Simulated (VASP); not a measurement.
# Ni (Im-3m) in VASP: further runs

Ni is run at these levels: PBE; tasks: single point.

Program: VASP 6.6.1. These are calculated values, not measurements. Logs are shortened: lines on timing, memory, paths and dates and some standing lists are left out, and cuts for length are marked.

## Step 1: The cell of the first run

The structure is cubic, space group Im-3m (No. 229). The conventional cell has a = 2.801 Å, b = 2.801 Å, c = 2.801 Å, α = 90.00°, β = 90.00°, γ = 90.00°. Within 3.2 Å of Ni (site symmetry m-3m) lie 14 Ni at 2.43 to 2.80 Å.

## Step 2: Single point, PBE, collinear spin, ferromagnetic start

File INCAR:

```
ALGO = Normal ; EDIFF = 1E-6
ENCUT = 520 ; GGA = PE
ISIF = 2 ; ISMEAR = 0
ISPIN = 2 ; LASPH = T
LCHARG = T ; LELF = T
LMAXMIX = 4 ; LORBIT = 11
LREAL = F ; LVHAR = T
LWAVE = F ; MAGMOM = 0.5
NBANDS = 15 ; NELM = 150
PREC = Accurate ; SIGMA = 0.05
```

File KPOINTS:

```
k-points
0
Gamma
  20 20 20
```

File POSCAR:

```
Ni
1.0
   -1.4006336540      1.4006336540      1.4006336540
    1.4006336540     -1.4006336540      1.4006336540
    1.4006336540      1.4006336540     -1.4006336540
Ni
1
Direct
    0.0000000000      0.0000000000      0.0000000000
```

Potentials or basis: VASP PAW PBE potentials, release 64 (Ni).

Launch:

```
$ cat potpaw_PBE.64/Ni/POTCAR > POTCAR
$ mpirun -np 1 vasp_std > vasp.out
```

OUTCAR:

```text
EDIFF = 1E-6
   ENCUT = 520
   GGA = PE
   ISIF = 2
   ISMEAR = 0
   ISPIN = 2
   LASPH = T
   LORBIT = 11
   LREAL = F
   NELM = 150
   PREC = Accurate

 ion  position               nearest neighbor table
   1  0.000  0.000  0.000-

  LATTYP: Found a body centered cubic cell.
 ALAT       =     2.8012673080

  Lattice vectors:

 A1 = (  -1.4006336540,   1.4006336540,   1.4006336540)
 A2 = (   1.4006336540,  -1.4006336540,   1.4006336540)
 A3 = (   1.4006336540,   1.4006336540,  -1.4006336540)

Analysis of symmetry for initial positions (statically):
=====================================================================
 Subroutine PRICEL returns:
 Original cell was already a primitive cell.

 Routine SETGRP: Setting up the symmetry group for a
 body centered cubic supercell.

 Subroutine GETGRP returns: Found 48 space group operations
 (whereof 48 operations were pure point group operations)
 out of a pool of 48 trial point group operations.

The static configuration has the point symmetry O_h .

Analysis of symmetry for dynamics (positions and initial velocities):
=====================================================================
 Subroutine PRICEL returns:
 Original cell was already a primitive cell.

 Routine SETGRP: Setting up the symmetry group for a
 body centered cubic supercell.

 Subroutine GETGRP returns: Found 48 space group operations
 (whereof 48 operations were pure point group operations)
 out of a pool of 48 trial point group operations.

The dynamic configuration has the point symmetry O_h .

Analysis of structural, dynamic, and magnetic symmetry:
=====================================================================
 Subroutine PRICEL returns:
 Original cell was already a primitive cell.

 Routine SETGRP: Setting up the symmetry group for a
 body centered cubic supercell.

 Subroutine GETGRP returns: Found 48 space group operations
 (whereof 48 operations were pure point group operations)
 out of a pool of 48 trial point group operations.

The overall configuration has the point symmetry O_h .

 Subroutine INISYM returns: Found 48 space group operations
 (whereof 48 operations are pure point group operations),
 and found     1 'primitive' translations

----------------------------------------------------------------------------------------

                                     Primitive cell

  volume of cell :      10.9909

  direct lattice vectors                    reciprocal lattice vectors
    -1.400633654  1.400633654  1.400633654     0.000000000  0.356981284  0.356981284
     1.400633654 -1.400633654  1.400633654     0.356981284  0.000000000  0.356981284
     1.400633654  1.400633654 -1.400633654     0.356981284  0.356981284  0.000000000

  length of vectors
     2.425968652  2.425968652  2.425968652     0.504847773  0.504847773  0.504847773

  position of ions in fractional coordinates (direct lattice)
[... 123 lines left out ...]
  free energy    TOTEN  =        -5.37769497 eV

  energy without entropy =       -5.37626856  energy(sigma->0) =       -5.37698177

 E-fermi :   9.1073     XC(G=0): -13.1904

 val. band max:        9.1070153008   @ k =  -0.3000   0.5000   0.0500
 cond. band min:       9.1122279566   @ k =  -0.4000   0.5000   0.3000
 fundamental gap:      0.0052126557
 Fermi energy:         9.1073208725

 spin component 1

 k-point     1 :       0.0000    0.0000    0.0000
  band No.  band energies     occupation
      1       0.2893      1.00000
      2       6.8219      1.00000
      3       6.8219      1.00000
      4       6.8219      1.00000
      5       8.2388      1.00000
      6       8.2388      1.00000
      7      35.4601      0.00000
      8      35.4601      0.00000
      9      35.4601      0.00000
     10      40.2906      0.00000
     11      40.2906      0.00000
     12      41.1703      0.00000
     13      41.1703      0.00000
     14      41.1703      0.00000
[... 403 lines left out ...]
      4       7.9785      1.00000
      5       8.3279      1.00000
      6       8.5310      1.00000
      7      22.3910      0.00000
      8      27.3242      0.00000
      9      30.5987      0.00000
     10      34.8229      0.00000
     11      38.9312      0.00000
     12      40.5874      0.00000
     13      46.8321      0.00000
     14      48.8250      0.00000
     15      52.6884      0.00000

 [... further k-points ...]

 spin component 2

 k-point     1 :       0.0000    0.0000    0.0000
  band No.  band energies     occupation
      1       0.2774      1.00000
      2       7.5360      1.00000
      3       7.5360      1.00000
      4       7.5360      1.00000
      5       8.7235      1.00000
      6       8.7235      1.00000
      7      35.3576      0.00000
      8      35.3576      0.00000
      9      35.3576      0.00000
     10      40.2130      0.00000
     11      40.2130      0.00000
     12      41.3571      0.00000
     13      41.3571      0.00000
     14      41.3572      0.00000
[... 403 lines left out ...]
      4       8.5295      1.00000
      5       8.8751      1.00000
      6       9.2176      0.00090
      7      22.5397      0.00000
      8      27.3925      0.00000
      9      30.6822      0.00000
     10      34.8528      0.00000
     11      38.9998      0.00000
     12      40.6212      0.00000
     13      46.8447      0.00000
     14      48.8877      0.00000
     15      52.7715      0.00000

 [... further k-points ...]

------------------------ aborting loop because EDIFF is reached ----------------------------------------

  FORCE on cell =-STRESS in cart. coord.  units (eV):
  Direction    XX          YY          ZZ          XY          YZ          ZX
  --------------------------------------------------------------------------------------
  -------------------------------------------------------------------------------------
  Total       -0.0065233     -0.0065233     -0.0065233     -0.0000000      0.0000000      0.0000000
  in kB       -0.9509183     -0.9509183     -0.9509183     -0.0000000      0.0000000      0.0000000
  external PRESSURE =      -0.9509183 kB  Pullay stress =       0.0000000 kB

 VOLUME and BASIS-vectors are now :
 -----------------------------------------------------------------------------
  energy-cutoff  :      520.00
  volume of cell :       10.99
      direct lattice vectors                 reciprocal lattice vectors
    -1.400633654  1.400633654  1.400633654     0.000000000  0.356981284  0.356981284
     1.400633654 -1.400633654  1.400633654     0.356981284  0.000000000  0.356981284
     1.400633654  1.400633654 -1.400633654     0.356981284  0.356981284  0.000000000

 POSITION                                       TOTAL-FORCE (eV/Angst)
 -----------------------------------------------------------------------------------
      0.00000      0.00000      0.00000         0.000000      0.000000      0.000000
 -----------------------------------------------------------------------------------
    total drift:                                0.000000      0.000000      0.000000

  FREE ENERGIE OF THE ION-ELECTRON SYSTEM (eV)
  ---------------------------------------------------
  free  energy   TOTEN  =        -5.3776949730 eV

  energy  without entropy=       -5.3762685637  energy(sigma->0) =       -5.37698177

 total charge

# of ion       s       p       d       tot
------------------------------------------
    1        0.487   0.480   8.330   9.297

 magnetization (x)

# of ion       s       p       d       tot
------------------------------------------
    1       -0.004  -0.016   0.608   0.587
```

stdout:

```text
POSCAR found type information on POSCAR Ni
 POSCAR found :  1 types and       1 ions
 scaLAPACK will be used
 LDA part: xc-table for (Slater+PW92), standard interpolation
 POSCAR, INCAR and KPOINTS ok, starting setup
 FFT: planning ... GRIDC
 FFT: planning ... GRID_SOFT
 FFT: planning ... GRID
 WAVECAR not read
 entering main loop
```

Run time: 36 s. Hardware: 1 thread of Intel Xeon 6975P-C (Granite Rapids), shared host; peak memory 0.17 GiB.

Results:

- Free energy: -5.3777 eV
- Pressure: -0.1 GPa
- Net moment: 0.58 μB per cell
- Site moments: Ni +0.59 μB
- Valence electrons inside the program's atomic spheres: Ni 9.30

## Step 3: Single point, PBE, collinear spin, antiferromagnetic start

This run uses another cell than the first one: it holds 2 atoms, not 1.

File INCAR:

```
ALGO = Normal
EDIFF = 1E-6
ENCUT = 520
GGA = PE
ISIF = 2
ISMEAR = 0
ISPIN = 2
LASPH = True
LCHARG = False
LMAXMIX = 4
LORBIT = 11
LREAL = False
LWAVE = False
MAGMOM = 0.8 -0.8
NBANDS = 21
NELM = 150
PREC = Accurate
SIGMA = 0.05
```

File KPOINTS:

```
k-points
0
Gamma
  20 20 10
```

File POSCAR:

```
Ni
1.0
    0.0000000000      2.8012673080      0.0000000000
    2.8012673080      0.0000000000      0.0000000000
    2.8012673080      2.8012673080     -2.8012673080
Ni
2
Direct
    0.0000000000      0.0000000000      0.0000000000
    0.0000000000      0.0000000000      0.5000000000
```

Potentials or basis: VASP PAW PBE potentials, release 64 (Ni).

Launch:

```
$ cat potpaw_PBE.64/Ni/POTCAR > POTCAR
$ mpirun -np 1 vasp_std > vasp.out
```

Run time: 62 s. Hardware: 1 thread of Intel Xeon 6975P-C (Granite Rapids), shared host; peak memory 0.23 GiB.

Results (log left out):

- Free energy: -10.7237 eV
- Pressure: -2.0 GPa
- Band gap on the k mesh: zero (filled and empty bands overlap)
- Net moment: 0.00 μB per cell
- Valence electrons inside the program's atomic spheres: Ni 9.30

Levels at points of the mesh, in eV from the Fermi level:
Spin up:
| k point | band 6 | band 7 | band 8 | band 9 | band 10 | band 11 | band 12 | band 13 | band 14 | band 15 |
| --- | --- | --- | --- | --- | --- | --- | --- | --- | --- | --- |
| (0.00, 0.00, 0.00) | -1.84 | -0.53 | -0.53 | 0.18 | 0.18 | 0.18 | 9.83 | 9.83 | 9.83 | 15.72 |
| (0.50, 0.00, 0.00) | -0.58 | -0.38 | -0.38 | 0.37 | 0.37 | 0.41 | 0.41 | 6.67 | 6.67 | 19.09 |
| (0.00, 0.00, 0.50) | -1.48 | -1.48 | -1.48 | -0.84 | -0.84 | 0.39 | 0.39 | 16.88 | 16.88 | 16.88 |
| (0.50, 0.50, 0.50) | -2.76 | -0.35 | -0.35 | -0.35 | -0.35 | 8.34 | 8.34 | 8.34 | 8.34 | 8.34 |
Spin down:
```tsv
k point	band 6	band 7	band 8	band 9	band 10	band 11	band 12	band 13	band 14	band 15
(0.00, 0.00, 0.00)	-1.84	-0.53	-0.53	0.18	0.18	0.18	9.83	9.83	9.83	15.72
(0.50, 0.00, 0.00)	-0.58	-0.38	-0.38	0.37	0.37	0.41	0.41	6.67	6.67	19.09
(0.00, 0.00, 0.50)	-1.48	-1.48	-1.48	-0.84	-0.84	0.39	0.39	16.88	16.88	16.88
(0.50, 0.50, 0.50)	-2.76	-0.35	-0.35	-0.35	-0.35	8.34	8.34	8.34	8.34	8.34
```
